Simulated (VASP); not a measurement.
# AlN (P6_3mc) in VASP: further runs, part 3 of 3

VASP 6.6.1. Earlier steps stand in the parts before.

### Step 5. Electric field gradients, PBE (volume scaled by 0.96)

Input file INCAR:

```
SYSTEM = AlN
PREC = Accurate
ENCUT = 520
EDIFF = 1E-8
ISMEAR = -1
SIGMA = 0.02
LREAL = .False.
LASPH = .True.
NELM = 100
ALGO = Normal
ISIF = 2
LWAVE = .False.
LCHARG = .False.
GGA = PE
LEFG = .True.
NBANDS = 16
```

Input file KPOINTS:

```
Automatic mesh
0
Gamma
  11 11 6
  0 0 0
```

Input file POSCAR:

```
AlN
1.0
    3.0689564278      0.0000000000      0.0000000000
   -1.5344782139      2.6577942296      0.0000000000
    0.0000000000      0.0000000000      4.9107214824
Al N
2 2
Direct
    0.3333333333      0.6666666667      0.0000000000
    0.6666666667      0.3333333333      0.5000000000
    0.3333333333      0.6666666667      0.3850000000
    0.6666666667      0.3333333333      0.8850000000
```

Potentials or basis: VASP PAW PBE potentials, release 64 (Al, N).

Run with:

```bash
$ cat potpaw_PBE.64/Al/POTCAR potpaw_PBE.64/N/POTCAR > POTCAR
$ mpirun -np 1 vasp_std > vasp.out
```

OUTCAR:

```text
SYSTEM = AlN
   PREC = Accurate
   ENCUT = 520
   EDIFF = 1E-8
   ISMEAR = -1
   LREAL = .False.
   LASPH = .True.
   NELM = 100
   ISIF = 2
   GGA = PE

 ion  position               nearest neighbor table
   1  0.333  0.667  0.000-   4 1.86   4 1.86   4 1.86   3 1.89   2 3.03   2 3.03   2 3.03   2 3.03
                             2 3.03   2 3.03
   2  0.667  0.333  0.500-   3 1.86   3 1.86   3 1.86   4 1.89   1 3.03   1 3.03   1 3.03   1 3.03
                             1 3.03   1 3.03
   3  0.333  0.667  0.385-   2 1.86   2 1.86   2 1.86   1 1.89
   4  0.667  0.333  0.885-   1 1.86   1 1.86   1 1.86   2 1.89

  LATTYP: Found a hexagonal cell.
 ALAT       =     3.0689564278
 C/A-ratio  =     1.6001274694
[... 689 lines left out ...]
---------------------------------------------------------------------
   1      -4.528    -4.528     9.057     0.000    -0.000     0.000
   2      -4.528    -4.528     9.057     0.000     0.000    -0.000
   3      -0.471    -0.471     0.942     0.000    -0.000     0.000
   4      -0.471    -0.471     0.942     0.000     0.000    -0.000
---------------------------------------------------------------------

 Electric field gradients after diagonalization (V/A^2)
 (convention: |V_zz| > |V_xx| > |V_yy|)
----------------------------------------------------------------------
 ion       V_xx      V_yy      V_zz     asymmetry (V_yy - V_xx)/ V_zz
----------------------------------------------------------------------
   1      -4.528    -4.528     9.057       0.000
   2      -4.528    -4.528     9.057       0.000
   3      -0.471    -0.470     0.942       0.001
   4      -0.471    -0.470     0.942       0.001
----------------------------------------------------------------------

           NMR quadrupolar parameters

 Cq : quadrupolar parameter    Cq=e*Q*V_zz/h
 eta: asymmetry parameters     (V_yy - V_xx)/ V_zz
 Q  : nuclear electric quadrupole moment in mb (millibarn)
----------------------------------------------------------------------
 ion       Cq(MHz)       eta       Q (mb)
----------------------------------------------------------------------
   1       0.022       0.000       1.000
   2       0.022       0.000       1.000
   3       0.002       0.001       1.000
   4       0.002       0.001       1.000
----------------------------------------------------------------------
```

OSZICAR:

```text
N       E                     dE             d eps       ncg     rms          rms(c)
DAV:   1     0.402839092803E+02    0.40284E+02   -0.74530E+03  2048   0.901E+02
DAV:   2    -0.312231228600E+02   -0.71507E+02   -0.66028E+02  2856   0.188E+02
DAV:   3    -0.345769589361E+02   -0.33538E+01   -0.33452E+01  2568   0.424E+01
DAV:   4    -0.345962875989E+02   -0.19329E-01   -0.19327E-01  2520   0.361E+00
DAV:   5    -0.345965305400E+02   -0.24294E-03   -0.24294E-03  2584   0.409E-01    0.125E+01
DAV:   6    -0.296777287614E+02    0.49188E+01   -0.10639E+01  2440   0.239E+01    0.428E+00
DAV:   7    -0.296929366203E+02   -0.15208E-01   -0.73117E-01  2240   0.603E+00    0.302E+00
DAV:   8    -0.296852449646E+02    0.76917E-02   -0.57191E-02  2304   0.218E+00    0.539E-01
DAV:   9    -0.296805678164E+02    0.46771E-02   -0.11889E-02  2736   0.808E-01    0.237E-01
DAV:  10    -0.296811644040E+02   -0.59659E-03   -0.21376E-03  2240   0.291E-01    0.126E-01
DAV:  11    -0.296810883508E+02    0.76053E-04   -0.17169E-04  2352   0.101E-01    0.302E-02
DAV:  12    -0.296810913075E+02   -0.29567E-05   -0.10947E-05  2376   0.265E-02    0.782E-03
DAV:  13    -0.296810910788E+02    0.22867E-06   -0.37130E-06  2432   0.150E-02    0.544E-03
DAV:  14    -0.296810910913E+02   -0.12553E-07   -0.29353E-07  2360   0.461E-03    0.183E-03
DAV:  15    -0.296810911377E+02   -0.46315E-07   -0.47164E-08  2608   0.164E-03    0.303E-04
DAV:  16    -0.296810911274E+02    0.10207E-07   -0.21829E-09  1184   0.397E-04    0.141E-04
DAV:  17    -0.296810911297E+02   -0.22949E-08   -0.20443E-10  1096   0.172E-04
   1 F= -.29681091E+02 E0= -.29681091E+02  d E =-.129569E-11
```

Wall time 20 s (1 thread of Intel Xeon Platinum 8488C (Sapphire Rapids), shared host); peak memory 0.17 GiB.

What came out:

- Free energy: -29.6811 eV
- Pressure: 13.0 GPa
- Largest force: 0.184 eV/Å
- Band gap on the k mesh: 4.53 eV, direct

Forces on the atoms (eV/Å):
```
Al   0.000  0.000  0.184
Al   0.000  0.000  0.184
N    0.000  0.000 -0.184
N    0.000  0.000 -0.184
```

Stress tensor (GPa, compression positive):
```
14.01  0.00  0.00
 0.00 14.01  0.00
 0.00  0.00 11.07
```

Electric field gradients, principal values (V/Å²):
```csv
atom,least,middle,greatest (by size)
1 Al,-4.528,-4.528,9.057
2 Al,-4.528,-4.528,9.057
3 N,-0.470,-0.471,0.942
4 N,-0.470,-0.471,0.942
```

Caveat: without QUAD_EFG the Cq values of the log hold for a quadrupole moment of 1 mb, not for the nuclei. A k mesh can miss the band edges.

### Step 6. Summary

| cell | gap on the mesh (eV) | pressure (GPa) | largest force (eV/Å) |
| --- | --- | --- | --- |
| a = 3.111, b = 3.111, c = 4.928 Å, angles 90.0, 90.0, 120.0°, 4 atoms | 4.23 | 5.8 | 0.06 |
| a = 3.111, b = 3.111, c = 5.078 Å, angles 90.0, 90.0, 120.0°, 4 atoms | 4.03 | 0.2 | 0.36 |
| a = 3.069, b = 3.069, c = 4.911 Å, angles 90.0, 90.0, 120.0°, 4 atoms | 4.53 | 13.0 | 0.18 |

Alike in all rows: task electric field gradients; level PBE; potentials or basis VASP PAW PBE potentials, release 64 (Al, N); no spin polarisation; k mesh 11 × 11 × 6; cutoff (eV) 520; smearing fermi-dirac 0.02 eV.

Total energies depend on the potentials used, so only differences within one code and one set of settings carry meaning.
